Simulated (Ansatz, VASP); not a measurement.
**SrO: VASP beside Ansatz**

File INCAR:

```
SYSTEM = SrO
PREC = Accurate
ENCUT = 520
EDIFF = 1E-7
ISMEAR = -1
SIGMA = 0.02
LREAL = .False.
LASPH = .True.
NELM = 100
ALGO = Normal
ISIF = 2
LWAVE = .False.
LCHARG = .False.
GGA = PE
NBANDS = 15
```

File KPOINTS:

```
regular mesh
0
Gamma
  8 8 8
  0 0 0
```

The input POSCAR:

```
SrO
1.0
    0.0000000000      2.5262356518      2.5262356518
    2.5262356518      0.0000000000      2.5262356518
    2.5262356518      2.5262356518      0.0000000000
Sr O
1 1
Direct
    0.0000000000      0.0000000000      0.0000000000
    0.5000000000      0.5000000000      0.5000000000
```

Input for Ansatz:

```yaml
crystal:
  lattice:
    - [0.0, 2.5262356518, 2.5262356518]
    - [2.5262356518, 0.0, 2.5262356518]
    - [2.5262356518, 2.5262356518, 0.0]
  atoms:
    - { symbol: Sr, position: [0.0, 0.0, 0.0] }
    - { symbol: O, position: [0.5, 0.5, 0.5] }
kpoints:
  mp_grid: { grid: [8, 8, 8] }
scf:
  occupations: { method: fermi_dirac, width: 0.02 }
hamiltonian:
  xc: pbe
  pseudopotentials: { kind: all_electron, lapw: { basis_error: 0.00025 } }
output:
  forces: true
  stress: true
  eigenvalues: true
```

Change from the starting cell: volume scaled by 0.95.

Alike in both runs: task single point; functional PBE; k mesh 8 × 8 × 8; occupations fermi-dirac, width 0.02 eV; no spin polarisation.

|  | VASP | Ansatz |
| --- | --- | --- |
| version | VASP 6.6.1 | Ansatz 0.2.0 |
| potentials or method | VASP PAW PBE potentials, release 64 (Sr_sv, O), cutoff 520 eV | all-electron LAPW, scalar-relativistic |

VASP gave:

| Item | Value |
| --- | --- |
| gap on the k mesh at the Fermi level (eV) | 3.23 |
| pressure (GPa) | 9.3 |

**Question.** Estimate Ansatz's values.

**Answer.** gap on the k mesh at the Fermi level (eV): 3.28; pressure (GPa): 8.5.

Ansatz ran all-electron here, and VASP with PAW potentials.
